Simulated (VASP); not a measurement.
Runs of VASP 6.6.1 on W. The structure is that of space group Im-3m (No. 229), or close to it. The cells are those of the table. 

```csv
task,level,potentials or basis,spin,cell,gap on the mesh (eV),pressure (GPa)
single point,PBE,"VASP PAW PBE potentials, release 64 (W_sv)",off,"a = 2.767 Å, angles 109.5°, 1 atom",none,-2.1
single point,PBE,"VASP PAW PBE potentials, release 64 (W_sv)",off,"a = 2.739 Å, angles 108.6°, 1 atom",none,(b)
single point,LDA,"VASP PAW LDA potentials, release 64 (W_sv)",off,"a = 2.729 Å, angles 109.5°, 1 atom",none,-3.1
electric field gradients,LDA,"VASP PAW LDA potentials, release 64 (W_sv)",off,"a = 2.767 Å, angles 109.5°, 1 atom",none,(a)
single point,PBE,"VASP PAW PBE potentials, release 64 (W_sv)","non-collinear, zero start, SOC","a = 2.767 Å, angles 109.5°, 1 atom",-,-1.3
electric field gradients,PBE,"VASP PAW PBE potentials, release 64 (W_sv)",off,"a = 2.767 Å, angles 109.5°, 1 atom",none,-2.1
electric field gradients,PBE,"VASP PAW PBE potentials, release 64 (W_sv)",off,"a = 2.789 Å, angles 109.5°, 1 atom",none,-9.1
```

Alike in all rows: k mesh 14 × 14 × 14; cutoff (eV) 520; smearing fermi-dirac 0.03 eV.

Problem. Fill in the values left out.

Solution. (a) -14.9; (b) -2.0.

Caveats: spin-orbit coupling is left out, which moves the levels of the heavy elements (some runs).

A k mesh can miss the band edges, and rows without SOC leave out spin-orbit coupling on W.

A gap of «none» marks levels without a gap at the run's occupations.
